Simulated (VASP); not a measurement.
Li, 1 atom in the cell. It takes space group Im-3m (No. 229, cubic). Conventional cell: a = 3.441 Å, b = 3.441 Å, c = 3.441 Å, α = 90.00°, β = 90.00°, γ = 90.00°. Within 3.9 Å of Li (site symmetry m-3m) lie 14 Li at 2.98 to 3.44 Å. 

* Program: VASP 6.6.1
* Task: single point
* Functional: HSE06
* Potentials or basis: VASP PAW PBE potentials, release 64 (Li_sv)
* Cutoff: 520 eV
* k mesh: 8 × 8 × 8
* Occupations: gaussian, width 0.05 eV
* Spin: no spin polarisation
* Dipole correction: no
* Grid for exact exchange (PRECFOCK): Normal
* Further INCAR settings: ALGO = Normal; EDIFF = 1e-07; NBANDS = 8
* Share of exact exchange: 0.25
* Screening parameter: 0.2079 1/Å

Potentials or basis: VASP PAW PBE potentials, release 64 (Li_sv).

The run is started by

```console
$ cat potpaw_PBE.64/Li_sv/POTCAR > POTCAR
$ cp INCAR.step1 INCAR
$ mpirun -np 1 vasp_std > vasp.out
$ cp INCAR.step2 INCAR
$ mpirun -np 1 vasp_std > vasp.out
```

Hardware: 1 thread of Intel(R) Xeon(R) Platinum 8259CL CPU @ 2.50GHz (Skylake/Cascade Lake) (shared host).

**Question.** Estimate the wall time of this run.

**Answer.** Wall time 5.3 min on 1 thread of Intel(R) Xeon(R) Platinum 8259CL CPU @ 2.50GHz (Skylake/Cascade Lake), with other jobs on the host, peak memory 0.24 GiB. Counts: k points 29.
